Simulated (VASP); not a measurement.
# MgO in VASP: single point with PBE

Aim: the single point of MgO with PBE.

Everything below comes from runs of VASP 6.6.1. Logs are shortened: lines on timing, memory, paths and dates and some standing lists are left out, and cuts for length are marked.

**1. The cell of the first run**

The cell holds a slab with vacuum, 6 atoms: a = 3.008 Å, b = 3.008 Å, c = 20.254 Å, α = 90.00°, β = 90.00°, γ = 90.00°.

**2. Single point, PBE**

POSCAR

```
MgO
1.0
    3.0079491112      0.0000000000      0.0000000000
    0.0000000000      3.0079491112      0.0000000000
    0.0000000000      0.0000000000     20.2539000000
Mg O
3 3
Direct
    0.2500000000      0.2500000000      0.3949860909
    0.7500000000      0.7500000000      0.5000000000
    0.2500000000      0.2500000000      0.6050139091
    0.7500000000      0.7500000000      0.3949860909
    0.2500000000      0.2500000000      0.5000000000
    0.7500000000      0.7500000000      0.6050139091
```

INCAR.step1

```
PREC = Accurate
ENCUT = 520
EDIFF = 1E-6
ISMEAR = -1
SIGMA = 0.02
LREAL = False
LASPH = True
NELM = 60
ALGO = Normal
ISIF = 2
LWAVE = False
LCHARG = True
LDIPOL = True
IDIPOL = 3
DIPOL = 0.5 0.5 0.500
GGA = PE
NBANDS = 21
```

KPOINTS.step1

```
regular mesh
0
Gamma
  10 10 1
```

INCAR.step2

```
PREC = Accurate
ENCUT = 520
EDIFF = 1E-6
ISMEAR = -5
SIGMA = 0.02
LREAL = False
LASPH = True
NELM = 60
ALGO = Normal
ISIF = 2
LWAVE = False
LCHARG = False
LDIPOL = True
IDIPOL = 3
DIPOL = 0.5 0.5 0.500
GGA = PE
LORBIT = 10
NEDOS = 1001
ICHARG = 11
```

KPOINTS.step2

```
regular mesh
0
Gamma
  15 15 1
```

Potentials or basis: VASP PAW PBE potentials, release 64 (Mg, O).

The run is started by

```
$ cat potpaw_PBE.64/Mg/POTCAR potpaw_PBE.64/O/POTCAR > POTCAR
$ cp INCAR.step1 INCAR
$ cp KPOINTS.step1 KPOINTS
$ mpirun -np 1 vasp_std > vasp.out
$ cp INCAR.step2 INCAR
$ cp KPOINTS.step2 KPOINTS
$ mpirun -np 1 vasp_std > vasp.out
```

OUTCAR:

```text
PREC = Accurate
   ENCUT = 520
   EDIFF = 1E-6
   ISMEAR = -5
   LREAL = False
   LASPH = True
   NELM = 60
   ISIF = 2
   GGA = PE
   LORBIT = 10
   ICHARG = 11

 ion  position               nearest neighbor table
   1  0.250  0.250  0.395-   5 2.13   4 2.13   4 2.13   4 2.13   4 2.13   2 3.01   2 3.01   2 3.01
                             2 3.01
   2  0.750  0.750  0.500-   4 2.13   6 2.13   5 2.13   5 2.13   5 2.13   5 2.13   3 3.01   3 3.01
                             1 3.01   3 3.01   1 3.01   1 3.01   3 3.01   1 3.01
   3  0.250  0.250  0.605-   5 2.13   6 2.13   6 2.13   6 2.13   6 2.13   2 3.01   2 3.01   2 3.01
                             2 3.01
   4  0.750  0.750  0.395-   2 2.13   1 2.13   1 2.13   1 2.13   1 2.13
   5  0.250  0.250  0.500-   1 2.13   3 2.13   2 2.13   2 2.13   2 2.13   2 2.13
   6  0.750  0.750  0.605-   2 2.13   3 2.13   3 2.13   3 2.13   3 2.13

  LATTYP: Found a simple tetragonal cell.
 ALAT       =     3.0079491112
 C/A-ratio  =     6.7334583303

  Lattice vectors:

 A1 = (   3.0079491112,   0.0000000000,   0.0000000000)
 A2 = (   0.0000000000,   3.0079491112,   0.0000000000)
 A3 = (   0.0000000000,   0.0000000000,  20.2539000000)

Analysis of symmetry for initial positions (statically):
=====================================================================
 Subroutine PRICEL returns:
 Original cell was already a primitive cell.

 Routine SETGRP: Setting up the symmetry group for a
 simple tetragonal supercell.

 Subroutine GETGRP returns: Found 16 space group operations
 (whereof  4 operations were pure point group operations)
 out of a pool of 16 trial point group operations.

The static configuration has the point symmetry C_2v.
 The point group associated with its full space group is D_4h.

Analysis of symmetry for dynamics (positions and initial velocities):
=====================================================================
 Subroutine PRICEL returns:
 Original cell was already a primitive cell.

 Routine SETGRP: Setting up the symmetry group for a
 simple tetragonal supercell.

 Subroutine GETGRP returns: Found 16 space group operations
 (whereof  4 operations were pure point group operations)
 out of a pool of 16 trial point group operations.

The dynamic configuration has the point symmetry C_2v.
 The point group associated with its full space group is D_4h.

 Subroutine INISYM returns: Found 16 space group operations
 (whereof  4 operations are pure point group operations),
 and found     1 'primitive' translations

----------------------------------------------------------------------------------------

                                     Primitive cell

  volume of cell :     183.2524

  direct lattice vectors                    reciprocal lattice vectors
     3.007949111  0.000000000  0.000000000     0.332452433  0.000000000  0.000000000
     0.000000000  3.007949111  0.000000000     0.000000000  0.332452433  0.000000000
     0.000000000  0.000000000 20.253900000     0.000000000  0.000000000  0.049373207

  length of vectors
     3.007949111  3.007949111 20.253900000     0.332452433  0.332452433  0.049373207

  position of ions in fractional coordinates (direct lattice)
     0.250000000  0.250000000  0.394986091
     0.750000000  0.750000000  0.500000000
     0.250000000  0.250000000  0.605013909
     0.750000000  0.750000000  0.394986091
     0.250000000  0.250000000  0.500000000
     0.750000000  0.750000000  0.605013909

  ion indices of the primitive-cell ions
   primitive index   ion index
                 1           1
                 2           2
                 3           3
                 4           4
                 5           5
                 6           6

----------------------------------------------------------------------------------------

 KPOINTS: regular mesh

Automatic generation of k-mesh.
 Grid dimensions read from file:
 generate k-points for:   15   15    1

 Generating k-lattice:

  Cartesian coordinates                     Fractional coordinates (reciprocal lattice)
     0.022163496  0.000000000  0.000000000     0.066666667  0.000000000  0.000000000
     0.000000000  0.022163496  0.000000000     0.000000000  0.066666667  0.000000000
     0.000000000  0.000000000  0.049373207     0.000000000  0.000000000  1.000000000

  Length of vectors
     0.022163496  0.022163496  0.049373207

  Shift w.r.t. Gamma in fractional coordinates (k-lattice)
     0.000000000  0.000000000  0.000000000

 TETIRR: Found    321 inequivalent tetrahedra from     1350

 Subroutine IBZKPT returns following result:
 ===========================================

 Found     36 irreducible k-points:

 Following reciprocal coordinates:
            Coordinates               Weight
  0.000000  0.000000  0.000000      1.000000
  0.066667  0.000000  0.000000      4.000000
  0.133333  0.000000  0.000000      4.000000
  0.200000  0.000000  0.000000      4.000000
  0.266667  0.000000  0.000000      4.000000
  0.333333  0.000000  0.000000      4.000000
[... 16 lines left out ...]
  0.266667  0.200000  0.000000      8.000000
  0.333333  0.200000  0.000000      8.000000
 [... further k-points ...]
   k-points           NKPTS =     36   k-points in BZ     NKDIM =     36   number of bands    NBANDS=     16
   number of dos      NEDOS =   1001   number of ions     NIONS =      6
   total plane-waves  NPLWV =  92160
   dimension x,y,z NGX =    24 NGY =   24 NGZ =  160
   dimension x,y,z NGXF=    48 NGYF=   48 NGZF=  320
   ions per type =               3   3
   NGX,Y,Z   is equivalent  to a cutoff of  13.26, 13.26, 13.13 a.u.
   NGXF,Y,Z  is equivalent  to a cutoff of  26.53, 26.53, 26.27 a.u.
 SYSTEM =  unknown system
   PREC   = accura    normal or accurate (medium, high low for compatibility)
   ISTART =      0    job   : 0-new  1-cont  2-samecut
   ICHARG =     11    charge: 1-file 2-atom 10-const
   ISPIN  =      1    spin polarized calculation?
   LNONCOLLINEAR =      F non collinear calculations
   LSORBIT =      F    spin-orbit coupling
   LASPH  =      T    aspherical Exc in radial PAW
   ENCUT  =  520.0 eV  38.22 Ry    6.18 a.u.   5.59  5.59 37.66*2*pi/ulx,y,z
   NELM   =     60;   NELMIN=  2; NELMDL=  0     # of ELM steps
   EDIFF  = 0.1E-05   stopping-criterion for ELM
   LREAL  =      F    real-space projection
   EDIFFG = 0.1E-04   stopping-criterion for IOM
   NSW    =      0    number of steps for IOM
   IBRION =     -1    ionic relax: 0-MD 1-quasi-New 2-CG
   NFREE  =      0    steps in history (QN), initial steepest desc. (CG)
   ISIF   =      2    stress and relaxation
   ISYM   =      2    0-nonsym 1-usesym 2-fastsym
   POTIM  = 0.5000    time-step for ionic-motion
   TEBEG  =    0.0;   TEEND  =   0.0 temperature during run
   PSTRESS=    0.0 pullay stress
   NELECT =      24.0000    total number of electrons
   NUPDOWN=      -1.0000    fix difference up-down
   EMIN   =  10.00;   EMAX   =-10.00  energy-range for DOS
   EFERMI =   0.00;   METHOD = LEGACY
   ISMEAR =    -5;   SIGMA  =   0.02  broadening in eV -4-tet -1-fermi 0-gaus
   EFERMI_NEDOS =   21; number of points for ismear=-14 and -15
   IALGO  =     38    algorithm
   IMIX   =      4    mixing-type and parameters
     AMIX     =   0.40;   BMIX     =  1.00
     AMIX_MAG =   1.60;   BMIX_MAG =  1.00
  volume/ion in A,a.u.               =      30.54       206.11
  Fermi-wavevector in a.u.,A,eV,Ry     =   0.831372  1.571065  9.404066  0.691179
  Thomas-Fermi vector in A             =   1.944248
   LORBIT       =     10    0 simple, 1 ext, 2 COOP (PROOUT), +10 PAW based schemes
   GGA     = PE    functional components
   LHFCALC =     F    Hartree Fock is set to
   AEXX    =    0.0000 exact exchange contribution
   IVDW    =     0    specifies the selected vdW correction
   LEPSILON=     F    determine dielectric tensor
   LRPA    =     F    only Hartree local field effects (RPA)
 non-spin polarized calculation
 Fermi weights with tetrahedron method with Bloechl corrections
  energy-cutoff  :      520.00
  volume of cell :      183.25
 maximum number of plane-waves:      4971
 NGX is ok and might be reduce to    24

 number of electron      23.9999999 magnetization

 dipolmoment           0.000000      0.000000      0.000000 electrons x Angstroem

 Free energy of the ion-electron system (eV)
  ---------------------------------------------------
  ext. energy  EPLUGINS =         0.00000000
  ---------------------------------------------------
  free energy    TOTEN  =       -34.69004187 eV

  energy without entropy =      -34.69004187  energy(sigma->0) =      -34.69004187

 E-fermi :  -2.4007     XC(G=0):  -4.2031

 val. band max:       -2.4046445764   @ k =   0.0000   0.0000   0.0000
 cond. band min:       0.7499794864   @ k =   0.0000   0.0000   0.0000
 fundamental gap:      3.1546240628
 Fermi energy:        -2.4007056493

 k-point     1 :       0.0000    0.0000    0.0000
  band No.  band energies     occupation
      1     -19.0929      2.00000
      2     -18.4252      2.00000
      3     -17.9937      2.00000
      4      -5.6346      2.00000
      5      -4.3551      2.00000
      6      -3.3561      2.00000
[... 8 lines left out ...]
     15       2.5038      0.00000
     16       3.2501      0.00000
[... 419 lines left out ...]
 k-point    24 :       0.3333    0.2000    0.0000
  band No.  band energies     occupation
      1     -18.3674      2.00000
      2     -17.9430      2.00000
      3     -17.8235      2.00000
      4      -5.6215      2.00000
      5      -5.5266      2.00000
      6      -5.0915      2.00000
[... 8 lines left out ...]
     15       5.1138      0.00000
     16       5.6820      0.00000

 [... further k-points ...]

------------------------ aborting loop because EDIFF is reached ----------------------------------------

 vacuum level on the upper side and lower side of the slab       (xc-potential included)        -0.079        -0.079

  FORCE on cell =-STRESS in cart. coord.  units (eV):
  Direction    XX          YY          ZZ          XY          YZ          ZX
  --------------------------------------------------------------------------------------
  -------------------------------------------------------------------------------------
  Total       -4.0454458     -4.0454458     -0.1570435     -0.0000000      0.0000000      0.0000000
  in kB      -35.3693715    -35.3693715     -1.3730327     -0.0000000      0.0000000      0.0000000
  external PRESSURE =     -24.0372585 kB  Pullay stress =       0.0000000 kB

 VOLUME and BASIS-vectors are now :
 -----------------------------------------------------------------------------
  energy-cutoff  :      520.00
  volume of cell :      183.25
      direct lattice vectors                 reciprocal lattice vectors
     3.007949111  0.000000000  0.000000000     0.332452433  0.000000000  0.000000000
     0.000000000  3.007949111  0.000000000     0.000000000  0.332452433  0.000000000
     0.000000000  0.000000000 20.253900000     0.000000000  0.000000000  0.049373207

 POSITION                                       TOTAL-FORCE (eV/Angst)
 -----------------------------------------------------------------------------------
      0.75199      0.75199      8.00001         0.000000      0.000000      0.470521
      2.25596      2.25596     10.12695        -0.000000      0.000000      0.000000
      0.75199      0.75199     12.25389         0.000000     -0.000000     -0.470521
      2.25596      2.25596      8.00001        -0.000000     -0.000000     -0.450593
      0.75199      0.75199     10.12695        -0.000000     -0.000000      0.000000
      2.25596      2.25596     12.25389         0.000000      0.000000      0.450593
 -----------------------------------------------------------------------------------
    total drift:                                0.000000      0.000000      0.000000

  FREE ENERGIE OF THE ION-ELECTRON SYSTEM (eV)
  ---------------------------------------------------
  free  energy   TOTEN  =       -34.6900418698 eV

  energy  without entropy=      -34.6900418698  energy(sigma->0) =      -34.69004187

 vacuum level on the upper side and lower side of the slab         2.403         2.403

 total charge

# of ion       s       p       d       tot
------------------------------------------
    1        0.141   0.150   0.061   0.352
    2        0.146   0.172   0.074   0.392
    3        0.141   0.150   0.061   0.352
    4        1.543   3.492   0.000   5.035
    5        1.542   3.541   0.000   5.084
    6        1.543   3.492   0.000   5.035
--------------------------------------------------
tot          5.056  10.998   0.197  16.251
```

Run time: 4.8 min. Hardware: 1 thread of Intel Xeon 8259CL, shared host; peak memory 0.32 GiB.

Results:

| Property | Result |
| --- | --- |
| Valence electrons inside the program's atomic spheres | Mg 0.35, 0.39 (each value once); O 5.04, 5.08 (each value once) |
